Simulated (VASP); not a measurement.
Runs of VASP 6.6.1 on La. The structure is that of space group P6_3/mmc (No. 194), or close to it. The cells are those of the table. 

```tsv
cell	gap on the mesh (eV)	pressure (GPa)
a = 3.501, b = 3.501, c = 11.236 Å, angles 90.0, 90.0, 120.0°, 4 atoms	none	(a)
a = 3.551, b = 3.551, c = 11.396 Å, angles 90.0, 90.0, 120.0°, 4 atoms	none	1.0
a = 3.449, b = 3.449, c = 11.071 Å, angles 90.0, 90.0, 120.0°, 4 atoms	none	4.2
a = 3.600, b = 3.600, c = 11.552 Å, angles 90.0, 90.0, 120.0°, 4 atoms	none	-0.2
```

Alike in all rows: task single point; level LDA; potentials or basis VASP PAW LDA potentials, release 64 (La); no spin polarisation; k mesh 13 × 13 × 4; cutoff (eV) 520; smearing fermi-dirac 0.1 eV.

Fill in the values left out.

(a) 2.5.

Caveats: spin-orbit coupling is left out, which moves the levels of the heavy elements; the cell stands under pressure (at least some runs).

A k mesh can miss the band edges, and the runs leave out spin-orbit coupling on La.

A gap of «none» marks levels without a gap at the run's occupations.
